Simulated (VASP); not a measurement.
# WSe (P6_3/mmc) in VASP: single point with PBE+U

Aim: the single point of WSe with PBE+U.

Everything below comes from runs of VASP 6.6.1. Logs are shortened: lines on timing, memory, paths and dates and some standing lists are left out, and cuts for length are marked.

## Step 1: The cell of the first run

The structure is hexagonal, space group P6_3/mmc (No. 194). The conventional cell has a = 4.068 Å, b = 4.068 Å, c = 6.766 Å, α = 90.00°, β = 90.00°, γ = 120.00°. W (site symmetry -3m) has 6 Se at 2.89 Å and 2 W at 3.38 Å within 3.8 Å. Within 3.8 Å of Se (site symmetry -6m2) lie 6 W at 2.89 Å.

## Step 2: Single point, PBE+U, collinear spin

INCAR reads:

```
SYSTEM = WSe
PREC = Accurate
ENCUT = 520
EDIFF = 1E-6
ISMEAR = 0
SIGMA = 0.1
LREAL = .False.
LASPH = .True.
NELM = 150
ALGO = Normal
ISIF = 2
LWAVE = .False.
LCHARG = .False.
ISPIN = 2
MAGMOM = 1 -1 0 0
LORBIT = 11
LMAXMIX = 4
LDAU = .True.
LDAUTYPE = 2
LDAUL = 2 -1
LDAUU = 6.2 0
LDAUJ = 0 0
LDAUPRINT = 1
GGA = PE
NBANDS = 32
```

KPOINTS reads:

```
regular mesh
0
Gamma
  12 12 6
  0 0 0
```

POSCAR reads:

```
WSe
1.0
    4.0679576104      0.0000000000      0.0000000000
   -2.0339788052      3.5229546321      0.0000000000
    0.0000000000      0.0000000000      6.7661319910
W Se
2 2
Direct
    0.0000000000      0.0000000000      0.0000000000
    0.0000000000      0.0000000000      0.5000000000
    0.3333333333      0.6666666667      0.2500000000
    0.6666666667      0.3333333333      0.7500000000
```

Potentials or basis: VASP PAW PBE potentials, release 64 (W_sv, Se).

Run with:

```console
$ cat potpaw_PBE.64/W_sv/POTCAR potpaw_PBE.64/Se/POTCAR > POTCAR
$ mpirun -np 1 vasp_std > vasp.out
```

OUTCAR:

```text
SYSTEM = WSe
   PREC = Accurate
   ENCUT = 520
   EDIFF = 1E-6
   ISMEAR = 0
   LREAL = .False.
   LASPH = .True.
   NELM = 150
   ISIF = 2
   ISPIN = 2
   LORBIT = 11
   GGA = PE

 ion  position               nearest neighbor table
   1  0.000  0.000  0.000-   3 2.89   4 2.89   3 2.89   4 2.89   4 2.89   3 2.89   2 3.38   2 3.38

   2  0.000  0.000  0.500-   3 2.89   4 2.89   3 2.89   4 2.89   4 2.89   3 2.89   1 3.38   1 3.38

   3  0.333  0.667  0.250-   1 2.89   2 2.89   1 2.89   2 2.89   1 2.89   2 2.89
   4  0.667  0.333  0.750-   1 2.89   2 2.89   1 2.89   2 2.89   1 2.89   2 2.89

  LATTYP: Found a hexagonal cell.
 ALAT       =     4.0679576104
 C/A-ratio  =     1.6632749500

  Lattice vectors:

 A1 = (   4.0679576104,   0.0000000000,   0.0000000000)
 A2 = (  -2.0339788052,   3.5229546321,   0.0000000000)
 A3 = (   0.0000000000,   0.0000000000,   6.7661319910)

Analysis of symmetry for initial positions (statically):
=====================================================================
 Subroutine PRICEL returns:
 Original cell was already a primitive cell.

 Routine SETGRP: Setting up the symmetry group for a
 hexagonal supercell.

 Subroutine GETGRP returns: Found 24 space group operations
 (whereof 12 operations were pure point group operations)
 out of a pool of 24 trial point group operations.

The static configuration has the point symmetry D_3d.
 The point group associated with its full space group is D_6h.

Analysis of symmetry for dynamics (positions and initial velocities):
=====================================================================
 Subroutine PRICEL returns:
 Original cell was already a primitive cell.

 Routine SETGRP: Setting up the symmetry group for a
 hexagonal supercell.

 Subroutine GETGRP returns: Found 24 space group operations
 (whereof 12 operations were pure point group operations)
 out of a pool of 24 trial point group operations.

The dynamic configuration has the point symmetry D_3d.
 The point group associated with its full space group is D_6h.

Analysis of structural, dynamic, and magnetic symmetry:
=====================================================================
 Subroutine PRICEL returns:
 Original cell was already a primitive cell.

 Routine SETGRP: Setting up the symmetry group for a
 hexagonal supercell.

 Subroutine GETGRP returns: Found 24 space group operations
 (whereof 12 operations were pure point group operations)
 out of a pool of 24 trial point group operations.

The overall configuration has the point symmetry D_3d.
 The point group associated with its full space group is D_6h.

 Subroutine INISYM returns: Found 24 space group operations
 (whereof 12 operations are pure point group operations),
 and found     1 'primitive' translations

----------------------------------------------------------------------------------------

                                     Primitive cell

  volume of cell :      96.9670

  direct lattice vectors                    reciprocal lattice vectors
     4.067957610  0.000000000  0.000000000     0.245823604  0.141926324  0.000000000
    -2.033978805  3.522954632  0.000000000     0.000000000  0.283852648  0.000000000
     0.000000000  0.000000000  6.766131991     0.000000000  0.000000000  0.147794929

  length of vectors
[... 141 lines left out ...]

spin component  2

  0.0548  0.0000  0.0000 -0.0180 -0.0000
  0.0000  0.0622  0.0000 -0.0000 -0.0180
  0.0000  0.0000  0.0477  0.0000 -0.0000
 -0.0180 -0.0000  0.0000  0.0622  0.0000
 -0.0000 -0.0180 -0.0000  0.0000  0.0548

 occupancies and eigenvectors

  o =  0.0401  v =  0.0000  0.0000  0.0000  0.0000  0.0000  0.0000 -0.6321 -0.0000  0.0000 -0.7749      0.0000  0.0000  0.0000  0.0000  0.0000  0.0000  0.0000  0.0000  0.0000  0.0000
  o =  0.0401  v =  0.0000  0.0000  0.0000  0.0000  0.0000 -0.7749 -0.0000 -0.0000 -0.6321 -0.0000      0.0000  0.0000  0.0000  0.0000  0.0000  0.0000  0.0000  0.0000  0.0000  0.0000
  o =  0.0477  v =  0.0000  0.0000  0.0000  0.0000  0.0000 -0.0000  0.0000 -1.0000 -0.0000  0.0000      0.0000  0.0000  0.0000  0.0000  0.0000  0.0000  0.0000  0.0000  0.0000  0.0000
  o =  0.0768  v =  0.0000  0.0000  0.0000  0.0000  0.0000 -0.0000  0.7749  0.0000  0.0000 -0.6321      0.0000  0.0000  0.0000  0.0000  0.0000  0.0000  0.0000  0.0000  0.0000  0.0000
  o =  0.0768  v =  0.0000  0.0000  0.0000  0.0000  0.0000 -0.6321 -0.0000 -0.0000  0.7749  0.0000      0.0000  0.0000  0.0000  0.0000  0.0000  0.0000  0.0000  0.0000  0.0000  0.0000
  o =  0.3542  v =  0.0000 -0.8183  0.0000  0.0000  0.5748  0.0000  0.0000  0.0000  0.0000  0.0000      0.0000  0.0000  0.0000  0.0000  0.0000  0.0000  0.0000  0.0000  0.0000  0.0000
  o =  0.3542  v =  0.5748  0.0000  0.0000 -0.8183  0.0000  0.0000  0.0000  0.0000  0.0000  0.0000      0.0000  0.0000  0.0000  0.0000  0.0000  0.0000  0.0000  0.0000  0.0000  0.0000
  o =  0.7458  v =  0.0000 -0.0000 -1.0000  0.0000 -0.0000  0.0000  0.0000  0.0000  0.0000  0.0000      0.0000  0.0000  0.0000  0.0000  0.0000  0.0000  0.0000  0.0000  0.0000  0.0000
  o =  0.7874  v =  0.0000 -0.5748  0.0000  0.0000 -0.8183  0.0000  0.0000  0.0000  0.0000  0.0000      0.0000  0.0000  0.0000  0.0000  0.0000  0.0000  0.0000  0.0000  0.0000  0.0000
  o =  0.7874  v = -0.8183  0.0000  0.0000 -0.5748  0.0000  0.0000  0.0000  0.0000  0.0000  0.0000      0.0000  0.0000  0.0000  0.0000  0.0000  0.0000  0.0000  0.0000  0.0000  0.0000

atom =   2  type =  1  l = 2

 onsite density matrix

spin component  1

  0.0548  0.0000  0.0000  0.0180 -0.0000
  0.0000  0.0622 -0.0000 -0.0000  0.0180
  0.0000 -0.0000  0.0477  0.0000 -0.0000
  0.0180 -0.0000  0.0000  0.0622  0.0000
 -0.0000  0.0180 -0.0000  0.0000  0.0548

spin component  2

  0.6443 -0.0000 -0.0000 -0.2038 -0.0000
 -0.0000  0.4973  0.0000  0.0000 -0.2038
 -0.0000  0.0000  0.7458 -0.0000 -0.0000
 -0.2038  0.0000 -0.0000  0.4973 -0.0000
 -0.0000 -0.2038 -0.0000 -0.0000  0.6443

 occupancies and eigenvectors

  o =  0.0401  v =  0.0000 -0.6321  0.0000  0.0000  0.7749  0.0000  0.0000  0.0000  0.0000  0.0000      0.0000  0.0000  0.0000  0.0000  0.0000  0.0000  0.0000  0.0000  0.0000  0.0000
  o =  0.0401  v = -0.7749  0.0000  0.0000  0.6321 -0.0000  0.0000  0.0000  0.0000  0.0000  0.0000      0.0000  0.0000  0.0000  0.0000  0.0000  0.0000  0.0000  0.0000  0.0000  0.0000
  o =  0.0477  v =  0.0000  0.0000  1.0000 -0.0000 -0.0000  0.0000  0.0000  0.0000  0.0000  0.0000      0.0000  0.0000  0.0000  0.0000  0.0000  0.0000  0.0000  0.0000  0.0000  0.0000
  o =  0.0768  v =  0.0000  0.7749 -0.0000 -0.0000  0.6321  0.0000  0.0000  0.0000  0.0000  0.0000      0.0000  0.0000  0.0000  0.0000  0.0000  0.0000  0.0000  0.0000  0.0000  0.0000
  o =  0.0768  v = -0.6321  0.0000 -0.0000 -0.7749  0.0000  0.0000  0.0000  0.0000  0.0000  0.0000      0.0000  0.0000  0.0000  0.0000  0.0000  0.0000  0.0000  0.0000  0.0000  0.0000
  o =  0.3542  v =  0.0000  0.0000  0.0000  0.0000  0.0000  0.0000  0.8183  0.0000  0.0000  0.5748      0.0000  0.0000  0.0000  0.0000  0.0000  0.0000  0.0000  0.0000  0.0000  0.0000
  o =  0.3542  v =  0.0000  0.0000  0.0000  0.0000  0.0000  0.5748  0.0000  0.0000  0.8183  0.0000      0.0000  0.0000  0.0000  0.0000  0.0000  0.0000  0.0000  0.0000  0.0000  0.0000
  o =  0.7458  v =  0.0000  0.0000  0.0000  0.0000  0.0000  0.0000  0.0000 -1.0000  0.0000 -0.0000      0.0000  0.0000  0.0000  0.0000  0.0000  0.0000  0.0000  0.0000  0.0000  0.0000
  o =  0.7874  v =  0.0000  0.0000  0.0000  0.0000  0.0000  0.0000  0.5748  0.0000  0.0000 -0.8183      0.0000  0.0000  0.0000  0.0000  0.0000  0.0000  0.0000  0.0000  0.0000  0.0000
  o =  0.7874  v =  0.0000  0.0000  0.0000  0.0000  0.0000 -0.8183  0.0000  0.0000  0.5748  0.0000      0.0000  0.0000  0.0000  0.0000  0.0000  0.0000  0.0000  0.0000  0.0000  0.0000

 number of electron      40.0000002 magnetization       0.0000000

 Free energy of the ion-electron system (eV)
  ---------------------------------------------------
  ext. energy  EPLUGINS =         0.00000000
  ---------------------------------------------------
  free energy    TOTEN  =       -18.27452258 eV

  energy without entropy =      -18.25764176  energy(sigma->0) =      -18.26608217

 E-fermi :   6.4921     XC(G=0): -10.2846

 val. band max:        6.4919145654   @ k =   0.4167   0.0833   0.5000
 cond. band min:       6.4979990832   @ k =   0.4167   0.0000   0.5000
 fundamental gap:      0.0060845178
 Fermi energy:         6.4921439249

 spin component 1

 k-point     1 :       0.0000    0.0000    0.0000
  band No.  band energies     occupation
      1     -69.3840      1.00000
      2     -68.0817      1.00000
      3     -33.8316      1.00000
      4     -33.7503      1.00000
      5     -33.7503      1.00000
      6     -32.0746      1.00000
[... 1673 lines left out ...]
     31      12.2048      0.00000
     32      13.0960      0.00000

 [... further k-points ...]
[... 5 lines left out ...]
  --------------------------------------------------------------------------------------
  -------------------------------------------------------------------------------------
  Total       -3.8810753     -3.8810753     -5.7391877      0.0000000      0.0000000      0.0000000
  in kB      -64.1266740    -64.1266740    -94.8281051      0.0000000      0.0000000      0.0000000
  external PRESSURE =     -74.3604844 kB  Pullay stress =       0.0000000 kB

 VOLUME and BASIS-vectors are now :
 -----------------------------------------------------------------------------
  energy-cutoff  :      520.00
  volume of cell :       96.97
      direct lattice vectors                 reciprocal lattice vectors
     4.067957610  0.000000000  0.000000000     0.245823604  0.141926324  0.000000000
    -2.033978805  3.522954632  0.000000000     0.000000000  0.283852648  0.000000000
     0.000000000  0.000000000  6.766131991     0.000000000  0.000000000  0.147794929

 POSITION                                       TOTAL-FORCE (eV/Angst)
 -----------------------------------------------------------------------------------
      0.00000      0.00000      0.00000         0.000000      0.000000      0.000000
      0.00000      0.00000      3.38307         0.000000      0.000000      0.000000
     -0.00000      2.34864      1.69153        -0.000000     -0.000000     -0.000000
      2.03398      1.17432      5.07460         0.000000      0.000000     -0.000000
 -----------------------------------------------------------------------------------
    total drift:                               -0.000000      0.000000      0.000000

  FREE ENERGIE OF THE ION-ELECTRON SYSTEM (eV)
  ---------------------------------------------------
  free  energy   TOTEN  =       -18.2745225782 eV

  energy  without entropy=      -18.2576417650  energy(sigma->0) =      -18.26608217

 total charge

# of ion       s       p       d       tot
------------------------------------------
    1        2.294   6.080   3.273  11.646
    2        2.294   6.080   3.273  11.646
    3        1.450   2.300   0.052   3.802
    4        1.450   2.300   0.052   3.802
--------------------------------------------------
tot          7.487  16.760   6.650  30.897

 magnetization (x)

# of ion       s       p       d       tot
------------------------------------------
    1        0.072   0.022   2.720   2.814
    2       -0.072  -0.022  -2.720  -2.814
    3        0.000   0.000   0.000   0.000
    4        0.000   0.000   0.000   0.000
--------------------------------------------------
tot          0.000   0.000   0.000   0.000
```

Run time: 12 min. Hardware: 1 thread of Oxide Virtual Turin-like, shared host; peak memory 0.44 GiB.

What came out:

```
Free energy                                           : -18.2745 eV
Pressure                                              : -7.4 GPa
Band gap on the k mesh                                : zero (filled and empty bands overlap)
Net moment                                            : 0.00 μB per cell
Site moments                                          : W +2.81, -2.81; Se +0.00 μB
Valence electrons inside the program's atomic spheres : W 11.65; Se 3.80
```

Levels at points of the mesh, in eV from the Fermi level:
Spin up:
| k point | band 18 | band 19 | band 20 | band 21 | band 22 | band 23 |
| --- | --- | --- | --- | --- | --- | --- |
| (0.00, 0.00, 0.00) | -2.86 | -2.86 | -1.13 | -0.47 | -0.47 | 1.51 |
| (0.50, 0.00, 0.00) | -2.78 | -2.66 | -0.61 | 0.29 | 0.90 | 1.96 |
| (0.00, 0.00, 0.50) | -3.42 | -3.42 | 0.13 | 0.72 | 0.72 | 1.55 |
| (0.50, 0.00, 0.50) | -2.77 | -2.58 | 0.14 | 0.19 | 0.49 | 0.91 |
Spin down:
| k point | band 17 | band 18 | band 19 | band 20 | band 21 | band 22 | band 23 | band 24 |
| --- | --- | --- | --- | --- | --- | --- | --- | --- |
| (0.00, 0.00, 0.00) | -2.93 | -2.86 | -2.86 | -1.13 | -0.47 | -0.47 | 1.51 | 2.18 |
| (0.50, 0.00, 0.00) | -3.97 | -2.78 | -2.66 | -0.61 | 0.29 | 0.90 | 1.96 | 1.99 |
| (0.00, 0.00, 0.50) | -3.42 | -3.42 | -3.42 | 0.13 | 0.72 | 0.72 | 1.55 | 1.55 |
| (0.50, 0.00, 0.50) | -3.82 | -2.77 | -2.58 | 0.14 | 0.19 | 0.49 | 0.91 | 1.42 |

Eigenvalues of the final occupation matrices:
| site | spin | trace | eigenvalues |
| --- | --- | --- | --- |
| site 1 d | 1 | 3.03 | 0.35 0.35 0.75 0.79 0.79 |
| site 1 d | 2 | 0.28 | 0.04 0.04 0.05 0.08 0.08 |
| site 2 d | 1 | 0.28 | 0.04 0.04 0.05 0.08 0.08 |
| site 2 d | 2 | 3.03 | 0.35 0.35 0.75 0.79 0.79 |

Caveat: the cell stands under tension; spin-orbit coupling is left out, which moves the levels of the heavy elements.
